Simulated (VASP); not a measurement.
Here is a VASP 6.6.1 calculation.

File INCAR:

```
PREC = Accurate
ENCUT = 520
EDIFF = 1E-6
ISMEAR = 0
SIGMA = 0.05
LREAL = False
LASPH = True
NELM = 100
ALGO = Normal
ISIF = 2
LWAVE = False
LCHARG = False
GGA = PE
NBANDS = 11
```

File KPOINTS:

```
Automatic mesh
0
Gamma
  8 8 8
```

POSCAR

```
Hf
1.0
   -1.7770478250      1.7770478250      1.7770478250
    1.7770478250     -1.7770478250      1.7770478250
    1.7770478250      1.7770478250     -1.7770478250
Hf
1
Direct
    0.0000000000      0.0000000000      0.0000000000
```

Potentials or basis: VASP PAW PBE potentials, release 64 (Hf_pv).

The run is started by

```console
$ cat potpaw_PBE.64/Hf_pv/POTCAR > POTCAR
$ mpirun -np 1 vasp_std > vasp.out
```

(1) Predict the band gap on the k mesh.

(2) Estimate the pressure.

Answers

(1) zero (bands 5 and 6 overlap by 2.26 eV).

(2) -1.3 GPa.

Caveat: spin-orbit coupling is left out, which moves the levels of the heavy elements.
